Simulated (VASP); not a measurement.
# BaZrO3 (Pm-3m) in VASP: further runs

BaZrO3 is run at these levels: revPBE+D3(BJ), revPBE+D4, PBEsol+U; tasks: relaxation of cell and atoms, single point.

Program: VASP 6.6.1. These are calculated values, not measurements. Logs are shortened: lines on timing, memory, paths and dates and some standing lists are left out, and cuts for length are marked.

## Step 1: The cell of the first run

Symmetry: Pm-3m, No. 221, cubic system. The conventional cell has a = 4.191 Å, b = 4.191 Å, c = 4.191 Å, α = 90.00°, β = 90.00°, γ = 90.00°. Ba (site symmetry m-3m) has 12 O at 2.96 Å and 8 Zr at 3.63 Å within 3.9 Å. Within 2.8 Å of Zr (site symmetry m-3m) lie 6 O at 2.10 Å. Within 2.8 Å of O (site symmetry 4/mmm) lie 2 Zr at 2.10 Å.

## Step 2: Relaxation of cell and atoms, revPBE+D3(BJ)

File INCAR:

```
SYSTEM = BaZrO3
PREC = Accurate ; ENCUT = 600
EDIFF = 1E-7 ; ISMEAR = -1
SIGMA = 0.05 ; LREAL = .False.
LASPH = .True. ; NELM = 100
ALGO = Normal ; ISIF = 3
LWAVE = .False. ; LCHARG = .False.
GGA = RE ; IVDW = 12
IBRION = 2 ; NSW = 60
EDIFFG = -0.01
```

File KPOINTS:

```
Automatic mesh
0
Gamma
  6 6 6
  0 0 0
```

File POSCAR:

```
BaZrO3
1.0
    4.1913400000      0.0000000000      0.0000000000
    0.0000000000      4.1913400000      0.0000000000
    0.0000000000      0.0000000000      4.1913400000
Ba Zr O
1 1 3
Direct
    0.0000000000      0.0000000000      0.0000000000
    0.5000000000      0.5000000000      0.5000000000
    0.5000000000      0.5000000000      0.0000000000
    0.5000000000      0.0000000000      0.5000000000
    0.0000000000      0.5000000000      0.5000000000
```

Potentials or basis: VASP PAW PBE potentials, release 64 (Ba_sv, Zr_sv, O).

On the command line:

```bash
$ cat potpaw_PBE.64/Ba_sv/POTCAR potpaw_PBE.64/Zr_sv/POTCAR potpaw_PBE.64/O/POTCAR > POTCAR
$ mpirun -np 1 vasp_std > vasp.out
```

OUTCAR:

```text
SYSTEM = BaZrO3
   PREC = Accurate
   ENCUT = 600
   EDIFF = 1E-7
   ISMEAR = -1
   LREAL = .False.
   LASPH = .True.
   NELM = 100
   ISIF = 3
   GGA = RE
   IVDW = 12
   IBRION = 2
   NSW = 60
   EDIFFG = -0.01
 IVDW          = 12

 ion  position               nearest neighbor table
   1  0.000  0.000  0.000-   3 2.96   4 2.96   5 2.96   4 2.96   5 2.96   3 2.96   5 2.96   5 2.96
                             3 2.96   4 2.96   4 2.96   3 2.96   2 3.63   2 3.63   2 3.63   2 3.63
   2  0.500  0.500  0.500-   3 2.10   4 2.10   5 2.10   3 2.10   4 2.10   5 2.10   1 3.63   1 3.63
                             1 3.63   1 3.63   1 3.63   1 3.63   1 3.63   1 3.63
   3  0.500  0.500  0.000-   2 2.10   2 2.10   1 2.96   1 2.96   1 2.96   1 2.96
   4  0.500  0.000  0.500-   2 2.10   2 2.10   1 2.96   1 2.96   1 2.96   1 2.96
   5  0.000  0.500  0.500-   2 2.10   2 2.10   1 2.96   1 2.96   1 2.96   1 2.96

  LATTYP: Found a simple cubic cell.
 ALAT       =     4.1913400000

  Lattice vectors:

 A1 = (   4.1913400000,   0.0000000000,   0.0000000000)
 A2 = (   0.0000000000,   4.1913400000,   0.0000000000)
 A3 = (   0.0000000000,   0.0000000000,   4.1913400000)

Analysis of symmetry for initial positions (statically):
=====================================================================
 Subroutine PRICEL returns:
 Original cell was already a primitive cell.

 Routine SETGRP: Setting up the symmetry group for a
 simple cubic supercell.

 Subroutine GETGRP returns: Found 48 space group operations
 (whereof 48 operations were pure point group operations)
 out of a pool of 48 trial point group operations.

The static configuration has the point symmetry O_h .

Analysis of symmetry for dynamics (positions and initial velocities):
=====================================================================
 Subroutine PRICEL returns:
 Original cell was already a primitive cell.

 Routine SETGRP: Setting up the symmetry group for a
 simple cubic supercell.

 Subroutine GETGRP returns: Found 48 space group operations
 (whereof 48 operations were pure point group operations)
 out of a pool of 48 trial point group operations.

The dynamic configuration has the point symmetry O_h .

 Subroutine INISYM returns: Found 48 space group operations
 (whereof 48 operations are pure point group operations),
 and found     1 'primitive' translations

----------------------------------------------------------------------------------------

                                     Primitive cell

  volume of cell :      73.6307

  direct lattice vectors                    reciprocal lattice vectors
     4.191340000  0.000000000  0.000000000     0.238587182  0.000000000  0.000000000
     0.000000000  4.191340000  0.000000000     0.000000000  0.238587182  0.000000000
     0.000000000  0.000000000  4.191340000     0.000000000  0.000000000  0.238587182

  length of vectors
     4.191340000  4.191340000  4.191340000     0.238587182  0.238587182  0.238587182

  position of ions in fractional coordinates (direct lattice)
     0.000000000  0.000000000  0.000000000
     0.500000000  0.500000000  0.500000000
     0.500000000  0.500000000  0.000000000
     0.500000000  0.000000000  0.500000000
     0.000000000  0.500000000  0.500000000

  ion indices of the primitive-cell ions
   primitive index   ion index
                 1           1
                 2           2
                 3           3
                 4           4
                 5           5

----------------------------------------------------------------------------------------

 KPOINTS: Automatic mesh

Automatic generation of k-mesh.
 Grid dimensions read from file:
 generate k-points for:    6    6    6

 Generating k-lattice:

  Cartesian coordinates                     Fractional coordinates (reciprocal lattice)
     0.039764530  0.000000000  0.000000000     0.166666667  0.000000000  0.000000000
     0.000000000  0.039764530  0.000000000     0.000000000  0.166666667  0.000000000
     0.000000000  0.000000000  0.039764530     0.000000000  0.000000000  0.166666667

  Length of vectors
     0.039764530  0.039764530  0.039764530

  Shift w.r.t. Gamma in fractional coordinates (k-lattice)
     0.000000000  0.000000000  0.000000000

 Subroutine IBZKPT returns following result:
 ===========================================

 Found     20 irreducible k-points:

 Following reciprocal coordinates:
            Coordinates               Weight
  0.000000  0.000000  0.000000      1.000000
  0.166667  0.000000  0.000000      6.000000
  0.333333  0.000000  0.000000      6.000000
  0.500000  0.000000  0.000000      3.000000
  0.166667  0.166667  0.000000     12.000000
  0.333333  0.166667  0.000000     24.000000
[... 12 lines left out ...]
  0.500000  0.500000  0.333333      6.000000
  0.500000  0.500000  0.500000      1.000000
   k-points           NKPTS =     20   k-points in BZ     NKDIM =     20   number of bands    NBANDS=     24
   number of dos      NEDOS =    301   number of ions     NIONS =      5
   total plane-waves  NPLWV =  46656
   dimension x,y,z NGX =    36 NGY =   36 NGZ =   36
   dimension x,y,z NGXF=    72 NGYF=   72 NGZF=   72
   ions per type =               1   1   3
   NGX,Y,Z   is equivalent  to a cutoff of  14.28, 14.28, 14.28 a.u.
   NGXF,Y,Z  is equivalent  to a cutoff of  28.56, 28.56, 28.56 a.u.
 SYSTEM =  BaZrO3
   PREC   = accura    normal or accurate (medium, high low for compatibility)
   ISTART =      0    job   : 0-new  1-cont  2-samecut
   ICHARG =      2    charge: 1-file 2-atom 10-const
   ISPIN  =      1    spin polarized calculation?
   LNONCOLLINEAR =      F non collinear calculations
   LSORBIT =      F    spin-orbit coupling
   LASPH  =      T    aspherical Exc in radial PAW
   ENCUT  =  600.0 eV  44.10 Ry    6.64 a.u.   8.37  8.37  8.37*2*pi/ulx,y,z
   NELM   =    100;   NELMIN=  2; NELMDL= -5     # of ELM steps
   EDIFF  = 0.1E-06   stopping-criterion for ELM
   LREAL  =      F    real-space projection
   EDIFFG = -.1E-01   stopping-criterion for IOM
   NSW    =     60    number of steps for IOM
   IBRION =      2    ionic relax: 0-MD 1-quasi-New 2-CG
   NFREE  =      1    steps in history (QN), initial steepest desc. (CG)
   ISIF   =      3    stress and relaxation
   ISYM   =      2    0-nonsym 1-usesym 2-fastsym
   POTIM  = 0.5000    time-step for ionic-motion
   TEBEG  =    0.0;   TEEND  =   0.0 temperature during run
   PSTRESS=    0.0 pullay stress
   NELECT =      40.0000    total number of electrons
   NUPDOWN=      -1.0000    fix difference up-down
   EMIN   =  10.00;   EMAX   =-10.00  energy-range for DOS
   EFERMI =   0.00;   METHOD = LEGACY
   ISMEAR =    -1;   SIGMA  =   0.05  broadening in eV -4-tet -1-fermi 0-gaus
   EFERMI_NEDOS =   21; number of points for ismear=-14 and -15
   IALGO  =     38    algorithm
   IMIX   =      4    mixing-type and parameters
     AMIX     =   0.40;   BMIX     =  1.00
     AMIX_MAG =   1.60;   BMIX_MAG =  1.00
  volume/ion in A,a.u.               =      14.73        99.38
  Fermi-wavevector in a.u.,A,eV,Ry     =   1.335802  2.524299 24.277770  1.784366
  Thomas-Fermi vector in A             =   2.464478
   LORBIT       =      0    0 simple, 1 ext, 2 COOP (PROOUT), +10 PAW based schemes
   GGA     = RE    functional components
   LHFCALC =     F    Hartree Fock is set to
   AEXX    =    0.0000 exact exchange contribution
   IVDW    =    12    specifies the selected vdW correction
   LEPSILON=     F    determine dielectric tensor
   LRPA    =     F    only Hartree local field effects (RPA)
 conjugate gradient relaxation of ions
 non-spin polarized calculation
  energy-cutoff  :      600.00
  volume of cell :       73.63
 maximum number of plane-waves:      2517
 NGX is ok and might be reduce to    36
   NGX = 17   NGY = 17   NGZ = 17

--------------------------------------- Ionic step        1  -------------------------------------------

 number of electron      40.0000010 magnetization

 Free energy of the ion-electron system (eV)
  ---------------------------------------------------
  ext. energy  EPLUGINS =         0.00000000
  ---------------------------------------------------
  free energy    TOTEN  =       -39.91642560 eV

  energy without entropy =      -39.91642560  energy(sigma->0) =      -39.91642560

------------------------ aborting loop because EDIFF is reached ----------------------------------------

 Edisp (eV)   -2.23705

 E8    (eV) :    -1.5887

  FORCE on cell =-STRESS in cart. coord.  units (eV):
  Direction    XX          YY          ZZ          XY          YZ          ZX
  --------------------------------------------------------------------------------------
  -------------------------------------------------------------------------------------
  Total       1.13665     1.13665     1.13665     0.00000     0.00000    -0.00000
  in kB      24.73306    24.73306    24.73306     0.00000     0.00000    -0.00000
  external pressure =       24.73 kB  Pullay stress =        0.00 kB

 VOLUME and BASIS-vectors are now :
 -----------------------------------------------------------------------------
  energy-cutoff  :      600.00
  volume of cell :       73.63
      direct lattice vectors                 reciprocal lattice vectors
     4.191340000  0.000000000  0.000000000     0.238587182  0.000000000  0.000000000
     0.000000000  4.191340000  0.000000000     0.000000000  0.238587182  0.000000000
     0.000000000  0.000000000  4.191340000     0.000000000  0.000000000  0.238587182

 POSITION                                       TOTAL-FORCE (eV/Angst)
 -----------------------------------------------------------------------------------
      0.00000      0.00000      0.00000         0.000000      0.000000      0.000000
      2.09567      2.09567      2.09567         0.000000      0.000000      0.000000
      2.09567      2.09567      0.00000         0.000000      0.000000      0.000000
      2.09567      0.00000      2.09567         0.000000      0.000000      0.000000
      0.00000      2.09567      2.09567         0.000000      0.000000      0.000000
 -----------------------------------------------------------------------------------
    total drift:                                0.000000      0.000000      0.000000
[... 34 lines left out ...]
 POSITION                                       TOTAL-FORCE (eV/Angst)
 -----------------------------------------------------------------------------------
      0.00000      0.00000      0.00000        -0.000000     -0.000000      0.000000
      2.11865      2.11865      2.11865         0.000000     -0.000000      0.000000
      2.11865      2.11865     -0.00000        -0.000000     -0.000000      0.000000
      2.11865      0.00000      2.11865        -0.000000      0.000000      0.000000
      0.00000      2.11865      2.11865         0.000000     -0.000000      0.000000
 -----------------------------------------------------------------------------------
    total drift:                                0.000000      0.000000      0.000000

  FREE ENERGIE OF THE ION-ELECTRON SYSTEM (eV)
  ---------------------------------------------------
  free  energy   TOTEN  =       -42.1523418961 eV

  energy  without entropy=      -42.1523418961  energy(sigma->0) =      -42.15234190

--------------------------------------- Ionic step        3  -------------------------------------------

 number of electron      40.0000018 magnetization

 Free energy of the ion-electron system (eV)
  ---------------------------------------------------
  ext. energy  EPLUGINS =         0.00000000
  ---------------------------------------------------
  free energy    TOTEN  =       -39.96166661 eV

  energy without entropy =      -39.96166661  energy(sigma->0) =      -39.96166661

 E-fermi :   4.9051     XC(G=0): -10.5334

 val. band max:        3.7849684719   @ k =   0.5000   0.5000   0.5000
 cond. band min:       6.9744606751   @ k =   0.0000   0.0000   0.0000
 fundamental gap:      3.1894922032
 Fermi energy:         4.9051130376

 k-point     1 :       0.0000    0.0000    0.0000
  band No.  band energies     occupation
      1     -43.3777      2.00000
      2     -21.6312      2.00000
      3     -21.5114      2.00000
      4     -21.5114      2.00000
      5     -21.5114      2.00000
      6     -12.6266      2.00000
[... 16 lines left out ...]
     23       6.9745      0.00000
     24       8.5006      0.00000

 k-point     2 :       0.1667    0.0000    0.0000
  band No.  band energies     occupation
      1     -43.3769      2.00000
      2     -21.7056      2.00000
      3     -21.5098      2.00000
      4     -21.5098      2.00000
      5     -21.4824      2.00000
      6     -12.6287      2.00000
[... 519 lines left out ...]
 VOLUME and BASIS-vectors are now :
 -----------------------------------------------------------------------------
  energy-cutoff  :      600.00
  volume of cell :       74.80
      direct lattice vectors                 reciprocal lattice vectors
     4.213463253 -0.000000000 -0.000000000     0.237334454 -0.000000000 -0.000000000
     0.000000000  4.213463253 -0.000000000     0.000000000  0.237334454 -0.000000000
     0.000000000  0.000000000  4.213463253     0.000000000  0.000000000  0.237334454

 POSITION                                       TOTAL-FORCE (eV/Angst)
 -----------------------------------------------------------------------------------
      0.00000      0.00000      0.00000        -0.000000     -0.000000      0.000000
      2.10673      2.10673      2.10673         0.000000     -0.000000      0.000000
      2.10673      2.10673     -0.00000        -0.000000     -0.000000      0.000000
      2.10673      0.00000      2.10673        -0.000000      0.000000      0.000000
      0.00000      2.10673      2.10673         0.000000     -0.000000      0.000000
 -----------------------------------------------------------------------------------
    total drift:                                0.000000      0.000000      0.000000

  FREE ENERGIE OF THE ION-ELECTRON SYSTEM (eV)
  ---------------------------------------------------
  free  energy   TOTEN  =       -42.1623584040 eV

  energy  without entropy=      -42.1623584040  energy(sigma->0) =      -42.16235840

 reached required accuracy - stopping structural energy minimisation
```

It took 2.5 min on 1 thread of Intel Xeon 8259CL, shared host; peak memory 0.26 GiB.

Results:

* Free energy: -42.1624 eV
* Relaxed volume: 14.96 Å³/atom
* Relaxed cell: a = 4.213 Å, b = 4.213 Å, c = 4.213 Å, α = 90.00°, β = 90.00°, γ = 90.00°
* Space group after relaxing (to 0.1 Å): Pm-3m (No. 221)
* Energy gained by relaxing: 1.8 meV/atom
* Ionic steps: 3
* Pressure after relaxing: 0.0 GPa
* Band gap on the k mesh: 3.19 eV (least direct gap 3.43 eV)
* Dispersion energy per atom: -0.440 eV

Step by step:
```csv
step,energy change (eV),largest force (eV/Å),pressure (GPa),volume (Å³)
1,0.0000,0.0000,2.47,73.63
2,0.0011,0.0000,-2.47,76.08
3,-0.0089,0.0000,0.00,74.80
```

Final structure:
```xyz
5
Lattice="4.2135 0.0000 0.0000 0.0000 4.2135 0.0000 0.0000 0.0000 4.2135" Properties=species:S:1:pos:R:3 pbc="T T T"
Ba    0.0000    0.0000    0.0000
Zr    2.1067    2.1067    2.1067
O     2.1067    2.1067    0.0000
O     2.1067    0.0000    2.1067
O     0.0000    2.1067    2.1067
```

Levels at points of the mesh, in eV from the valence-band top:
```csv
k point,band 18,band 19,band 20,band 21,band 22,band 23
"(0.00, 0.00, 0.00)",-0.24,-0.24,-0.24,3.19,3.19,3.19
"(0.50, 0.00, 0.00)",-1.62,-0.47,-0.47,3.62,5.62,5.62
"(0.50, 0.50, 0.00)",-0.93,-0.82,-0.07,5.59,5.59,6.39
"(0.50, 0.50, 0.50)",0.00,0.00,0.00,5.96,5.96,5.96
```

Caveat: the PAW data sets were made with another functional, which shifts forces and pressure a little; spin-orbit coupling is left out, which moves the levels of the heavy elements. Zero-point motion and thermal expansion aren't in these numbers.

(Continued in part 2 of 2.)
